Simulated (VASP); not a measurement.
# NiSb (P6_3/mmc) in VASP: further runs

Runs on NiSb. Level: PBEsol. Tasks: single point.

All numbers are computed with VASP 6.6.1; they aren't measurements. Logs are shortened: lines on timing, memory, paths and dates and some standing lists are left out, and cuts for length are marked.

## Step 1: The cell of the first run

Symmetry: P6_3/mmc, No. 194, hexagonal system. The conventional cell has a = 3.916 Å, b = 3.916 Å, c = 5.070 Å, α = 90.00°, β = 90.00°, γ = 120.00°. Within 3.3 Å of Ni (site symmetry -3m) lie 2 Ni at 2.54 Å and 6 Sb at 2.59 Å. Within 3.4 Å of Sb (site symmetry -6m2) lie 6 Ni at 2.59 Å and 6 Sb at 3.40 Å.

## Step 2: Single point, PBEsol

Input file INCAR:

```
SYSTEM = NiSb
ALGO = Normal
EDIFF = 1E-7
ENCUT = 520
GGA = PS
ISIF = 2
ISMEAR = 0
LASPH = .TRUE.
LCHARG = .FALSE.
LREAL = .FALSE.
LWAVE = .FALSE.
NBANDS = 23
NELM = 80
PREC = Accurate
SIGMA = 0.1
```

Input file KPOINTS:

```
k-points
0
G
  12 12 8
  0 0 0
```

Input file POSCAR:

```
NiSb
1.0
    3.9159379922      0.0000000000      0.0000000000
   -1.9579689961      3.3913017809      0.0000000000
    0.0000000000      0.0000000000      5.0702953953
Ni Sb
2 2
Direct
    0.0000000000      0.0000000000      0.0000000000
    0.0000000000      0.0000000000      0.5000000000
    0.3333333333      0.6666666667      0.2500000000
    0.6666666667      0.3333333333      0.7500000000
```

Potentials or basis: VASP PAW PBE potentials, release 64 (Ni, Sb).

Launch:

```console
cat potpaw_PBE.64/Ni/POTCAR potpaw_PBE.64/Sb/POTCAR > POTCAR
mpirun -np 1 vasp_std > vasp.out
```

OUTCAR:

```text
SYSTEM = NiSb
   EDIFF = 1E-7
   ENCUT = 520
   GGA = PS
   ISIF = 2
   ISMEAR = 0
   LASPH = .TRUE.
   LREAL = .FALSE.
   NELM = 80
   PREC = Accurate

 ion  position               nearest neighbor table
   1  0.000  0.000  0.000-   2 2.54   2 2.54   4 2.59   3 2.59   4 2.59   3 2.59   4 2.59   3 2.59

   2  0.000  0.000  0.500-   1 2.54   1 2.54   4 2.59   3 2.59   4 2.59   3 2.59   4 2.59   3 2.59

   3  0.333  0.667  0.250-   1 2.59   2 2.59   1 2.59   2 2.59   1 2.59   2 2.59   4 3.40   4 3.40
                             4 3.40   4 3.40   4 3.40   4 3.40
   4  0.667  0.333  0.750-   1 2.59   2 2.59   1 2.59   2 2.59   1 2.59   2 2.59   3 3.40   3 3.40
                             3 3.40   3 3.40   3 3.40   3 3.40

  LATTYP: Found a hexagonal cell.
 ALAT       =     3.9159379922
 C/A-ratio  =     1.2947843928

  Lattice vectors:

 A1 = (   3.9159379922,   0.0000000000,   0.0000000000)
 A2 = (  -1.9579689961,   3.3913017809,   0.0000000000)
 A3 = (   0.0000000000,   0.0000000000,   5.0702953953)

Analysis of symmetry for initial positions (statically):
=====================================================================
 Subroutine PRICEL returns:
 Original cell was already a primitive cell.

 Routine SETGRP: Setting up the symmetry group for a
 hexagonal supercell.

 Subroutine GETGRP returns: Found 24 space group operations
 (whereof 12 operations were pure point group operations)
 out of a pool of 24 trial point group operations.

The static configuration has the point symmetry D_3d.
 The point group associated with its full space group is D_6h.

Analysis of symmetry for dynamics (positions and initial velocities):
=====================================================================
 Subroutine PRICEL returns:
 Original cell was already a primitive cell.

 Routine SETGRP: Setting up the symmetry group for a
 hexagonal supercell.

 Subroutine GETGRP returns: Found 24 space group operations
 (whereof 12 operations were pure point group operations)
 out of a pool of 24 trial point group operations.

The dynamic configuration has the point symmetry D_3d.
 The point group associated with its full space group is D_6h.

 Subroutine INISYM returns: Found 24 space group operations
 (whereof 12 operations are pure point group operations),
 and found     1 'primitive' translations

----------------------------------------------------------------------------------------

                                     Primitive cell

  volume of cell :      67.3342

  direct lattice vectors                    reciprocal lattice vectors
     3.915937992  0.000000000  0.000000000     0.255366659  0.147436009  0.000000000
    -1.957968996  3.391301781  0.000000000     0.000000000  0.294872018  0.000000000
     0.000000000  0.000000000  5.070295395     0.000000000  0.000000000  0.197227168

  length of vectors
     3.915937992  3.915937992  5.070295395     0.294872018  0.294872018  0.197227168

  position of ions in fractional coordinates (direct lattice)
     0.000000000  0.000000000  0.000000000
     0.000000000  0.000000000  0.500000000
     0.333333333  0.666666667  0.250000000
     0.666666667  0.333333333  0.750000000

  ion indices of the primitive-cell ions
   primitive index   ion index
                 1           1
                 2           2
                 3           3
                 4           4

----------------------------------------------------------------------------------------

 KPOINTS: k-points

Automatic generation of k-mesh.
 Grid dimensions read from file:
 generate k-points for:   12   12    8

 Generating k-lattice:

  Cartesian coordinates                     Fractional coordinates (reciprocal lattice)
     0.021280555  0.012286334  0.000000000     0.083333333 -0.000000000  0.000000000
     0.000000000  0.024572668  0.000000000     0.000000000  0.083333333  0.000000000
     0.000000000  0.000000000  0.024653396     0.000000000  0.000000000  0.125000000

  Length of vectors
     0.024572668  0.024572668  0.024653396

  Shift w.r.t. Gamma in fractional coordinates (k-lattice)
     0.000000000  0.000000000  0.000000000

 Subroutine IBZKPT returns following result:
 ===========================================

 Found     95 irreducible k-points:

 Following reciprocal coordinates:
            Coordinates               Weight
  0.000000  0.000000  0.000000      1.000000
  0.083333 -0.000000  0.000000      6.000000
  0.166667 -0.000000  0.000000      6.000000
  0.250000 -0.000000  0.000000      6.000000
  0.333333 -0.000000  0.000000      6.000000
  0.416667 -0.000000  0.000000      6.000000
[... 16 lines left out ...]
  0.250000 -0.000000  0.125000     12.000000
  0.333333 -0.000000  0.125000     12.000000
 [... further k-points ...]
   k-points           NKPTS =     95   k-points in BZ     NKDIM =     95   number of bands    NBANDS=     23
   number of dos      NEDOS =    301   number of ions     NIONS =      4
   total plane-waves  NPLWV =  36000
   dimension x,y,z NGX =    30 NGY =   30 NGZ =   40
   dimension x,y,z NGXF=    60 NGYF=   60 NGZF=   80
   ions per type =               2   2
   NGX,Y,Z   is equivalent  to a cutoff of  12.74, 12.74, 13.12 a.u.
   NGXF,Y,Z  is equivalent  to a cutoff of  25.47, 25.47, 26.23 a.u.
 SYSTEM =  NiSb
   PREC   = accura    normal or accurate (medium, high low for compatibility)
   ISTART =      0    job   : 0-new  1-cont  2-samecut
   ICHARG =      2    charge: 1-file 2-atom 10-const
   ISPIN  =      1    spin polarized calculation?
   LNONCOLLINEAR =      F non collinear calculations
   LSORBIT =      F    spin-orbit coupling
   LASPH  =      T    aspherical Exc in radial PAW
   ENCUT  =  520.0 eV  38.22 Ry    6.18 a.u.   7.28  7.28  9.43*2*pi/ulx,y,z
   NELM   =     80;   NELMIN=  2; NELMDL= -5     # of ELM steps
   EDIFF  = 0.1E-06   stopping-criterion for ELM
   LREAL  =      F    real-space projection
   EDIFFG = 0.1E-05   stopping-criterion for IOM
   NSW    =      0    number of steps for IOM
   IBRION =     -1    ionic relax: 0-MD 1-quasi-New 2-CG
   NFREE  =      0    steps in history (QN), initial steepest desc. (CG)
   ISIF   =      2    stress and relaxation
   ISYM   =      2    0-nonsym 1-usesym 2-fastsym
   POTIM  = 0.5000    time-step for ionic-motion
   TEBEG  =    0.0;   TEEND  =   0.0 temperature during run
   PSTRESS=    0.0 pullay stress
   NELECT =      30.0000    total number of electrons
   NUPDOWN=      -1.0000    fix difference up-down
   EMIN   =  10.00;   EMAX   =-10.00  energy-range for DOS
   EFERMI =   0.00;   METHOD = LEGACY
   ISMEAR =     0;   SIGMA  =   0.10  broadening in eV -4-tet -1-fermi 0-gaus
   EFERMI_NEDOS =   21; number of points for ismear=-14 and -15
   IALGO  =     38    algorithm
   IMIX   =      4    mixing-type and parameters
     AMIX     =   0.40;   BMIX     =  1.00
     AMIX_MAG =   1.60;   BMIX_MAG =  1.00
  volume/ion in A,a.u.               =      16.83       113.60
  Fermi-wavevector in a.u.,A,eV,Ry     =   1.250365  2.362847 21.271514  1.563412
  Thomas-Fermi vector in A             =   2.384362
   LORBIT       =      0    0 simple, 1 ext, 2 COOP (PROOUT), +10 PAW based schemes
   GGA     = PS    functional components
   LHFCALC =     F    Hartree Fock is set to
   AEXX    =    0.0000 exact exchange contribution
   IVDW    =     0    specifies the selected vdW correction
   LEPSILON=     F    determine dielectric tensor
   LRPA    =     F    only Hartree local field effects (RPA)
 non-spin polarized calculation
 Gauss-broadening in eV      SIGMA  =   0.10
  energy-cutoff  :      520.00
  volume of cell :       67.33
 maximum number of plane-waves:      1837
 NGX is ok and might be reduce to    30
   NGX = 15   NGY = 15   NGZ = 19

 number of electron      30.0000030 magnetization

 Free energy of the ion-electron system (eV)
  ---------------------------------------------------
  ext. energy  EPLUGINS =         0.00000000
  ---------------------------------------------------
  free energy    TOTEN  =       -22.68573931 eV

  energy without entropy =      -22.67754306  energy(sigma->0) =      -22.68164118

 E-fermi :  10.1552     XC(G=0): -11.7412

 val. band max:       10.1517634715   @ k =   0.1667   0.1667   0.3750
 cond. band min:      10.1602580426   @ k =   0.1667   0.0833   0.2500
 fundamental gap:      0.0084945711
 Fermi energy:        10.1551973053

 k-point     1 :       0.0000    0.0000    0.0000
  band No.  band energies     occupation
      1      -3.0165      2.00000
      2       1.7078      2.00000
      3       3.7828      2.00000
      4       6.0892      2.00000
      5       6.0892      2.00000
      6       6.8648      2.00000
[... 15 lines left out ...]
     22      16.5778      0.00000
     23      18.0894      0.00000

 k-point     2 :       0.0833   -0.0000    0.0000
  band No.  band energies     occupation
      1      -2.9278      2.00000
      2       1.7001      2.00000
      3       3.8824      2.00000
      4       6.0716      2.00000
      5       6.1086      2.00000
      6       6.8336      2.00000
[... 15 lines left out ...]
     22      16.7133      0.00000
     23      17.4402      0.00000

 k-point     3 :       0.1667   -0.0000    0.0000
  band No.  band energies     occupation
      1      -2.6642      2.00000
      2       1.6603      2.00000
      3       4.1774      2.00000
      4       5.9652      2.00000
      5       6.1652      2.00000
      6       6.6952      2.00000
[... 15 lines left out ...]
     22      17.0188      0.00000
     23      17.1670      0.00000
[... 495 lines left out ...]
 k-point    23 :       0.2500   -0.0000    0.1250
  band No.  band energies     occupation
      1      -2.1467      2.00000
      2       1.2416      2.00000
      3       4.6193      2.00000
      4       5.8406      2.00000
      5       6.2960      2.00000
      6       6.6316      2.00000
[... 15 lines left out ...]
     22      17.1246      0.00000
     23      17.8768      0.00000

 k-point    24 :       0.3333   -0.0000    0.1250
  band No.  band energies     occupation
      1      -1.5730      2.00000
      2       1.1080      2.00000
      3       4.4152      2.00000
      4       5.5479      2.00000
      5       6.3886      2.00000
      6       6.8162      2.00000
[... 15 lines left out ...]
     22      17.3273      0.00000
     23      18.9870      0.00000

 [... further k-points ...]
[... 5 lines left out ...]
  --------------------------------------------------------------------------------------
  -------------------------------------------------------------------------------------
  Total        0.0128053      0.0128053      0.0611176      0.0000000      0.0000000     -0.0000000
  in kB        0.3046949      0.3046949      1.4542583      0.0000000      0.0000000     -0.0000000
  external PRESSURE =       0.6878827 kB  Pullay stress =       0.0000000 kB

 VOLUME and BASIS-vectors are now :
 -----------------------------------------------------------------------------
  energy-cutoff  :      520.00
  volume of cell :       67.33
      direct lattice vectors                 reciprocal lattice vectors
     3.915937992  0.000000000  0.000000000     0.255366659  0.147436009  0.000000000
    -1.957968996  3.391301781  0.000000000     0.000000000  0.294872018  0.000000000
     0.000000000  0.000000000  5.070295395     0.000000000  0.000000000  0.197227168

 POSITION                                       TOTAL-FORCE (eV/Angst)
 -----------------------------------------------------------------------------------
      0.00000      0.00000      0.00000         0.000000      0.000000      0.000000
      0.00000      0.00000      2.53515         0.000000      0.000000      0.000000
     -0.00000      2.26087      1.26757         0.000000     -0.000000      0.000000
      1.95797      1.13043      3.80272        -0.000000      0.000000     -0.000000
 -----------------------------------------------------------------------------------
    total drift:                                0.000000      0.000000     -0.000000

  FREE ENERGIE OF THE ION-ELECTRON SYSTEM (eV)
  ---------------------------------------------------
  free  energy   TOTEN  =       -22.6857393057 eV

  energy  without entropy=      -22.6775430602  energy(sigma->0) =      -22.68164118
```

Run time: 2.7 min. Hardware: 1 thread of Intel Xeon Platinum 8259CL at 2.50GHz (Skylake/Cascade Lake), shared host; peak memory 0.27 GiB.

Results:

```
Free energy            : -22.6857 eV
Pressure               : 0.1 GPa
Band gap on the k mesh : zero (band 15 reaches 12.23 eV, above the bottom of band 16 at 8.82 eV)
```

Caveat: the PAW data sets were made with another functional, which shifts forces and pressure a little; spin-orbit coupling is left out, which moves the levels of the heavy elements. Spin polarisation is off, so any magnetic state and its effect on volume and gap are missing.

## Step 3: Single point, PBEsol

This run uses another cell than the first one, of 15.00 Å³/atom, 0.891 times its volume.

Input file INCAR:

```
SYSTEM = NiSb
PREC = Accurate
ENCUT = 520
EDIFF = 1E-6
ISMEAR = 0
SIGMA = 0.1
LREAL = .FALSE.
LASPH = .TRUE.
NELM = 80
ALGO = Normal
ISIF = 2
LWAVE = .FALSE.
LCHARG = .FALSE.
GGA = PS
NBANDS = 23
```

Input file KPOINTS:

```
regular mesh
0
G
  12 12 8
  0 0 0
```

Input file POSCAR:

```
NiSb
1.0
    3.7677752462      0.0000000000      0.0000000000
   -1.8838876231      3.2629890790      0.0000000000
    0.0000000000      0.0000000000      4.8794273460
Ni Sb
2 2
Direct
    0.0000000000      0.0000000000      0.0000000000
    0.0000000000      0.0000000000      0.5000000000
    0.3333333333      0.6666666667      0.2500000000
    0.6666666667      0.3333333333      0.7500000000
```

Potentials or basis: VASP PAW PBE potentials, release 64 (Ni, Sb).

Launch:

```console
cat potpaw_PBE.64/Ni/POTCAR potpaw_PBE.64/Sb/POTCAR > POTCAR
mpirun -np 1 vasp_std > vasp.out
```

Run time: 1.7 min. Hardware: 1 thread of Intel Xeon Platinum 8259CL at 2.50GHz (Skylake/Cascade Lake), shared host; peak memory 0.25 GiB.

The run converged. Its results:

```
Free energy            : -22.2724 eV
Pressure               : 20.1 GPa
Band gap on the k mesh : zero (band 15 reaches 14.37 eV, above the bottom of band 16 at 10.39 eV)
```

Stress tensor (GPa, compression positive):
```
20.01  0.00  0.00
 0.00 20.01  0.00
 0.00  0.00 20.18
```

Levels at points of the mesh, in eV from the Fermi level:
```csv
k point,band 11,band 12,band 13,band 14,band 15,band 16,band 17,band 18,band 19,band 20
"(0.00, 0.00, 0.00)",-1.69,-1.69,-0.07,0.58,0.58,2.76,2.76,3.12,4.68,6.30
"(0.50, 0.00, 0.00)",-2.67,-2.36,-2.01,-1.77,-1.67,-0.18,1.28,3.40,4.62,5.49
"(0.00, 0.00, 0.50)",-2.66,-2.66,0.67,0.67,2.32,2.32,2.32,2.32,5.47,5.47
"(0.50, 0.00, 0.50)",-2.45,-2.45,-2.30,-2.30,0.07,0.07,2.05,2.05,5.63,5.63
```

Caveat: the PAW data sets were made with another functional, which shifts forces and pressure a little; spin-orbit coupling is left out, which moves the levels of the heavy elements. Spin polarisation is off, so any magnetic state and its effect on volume and gap are missing.
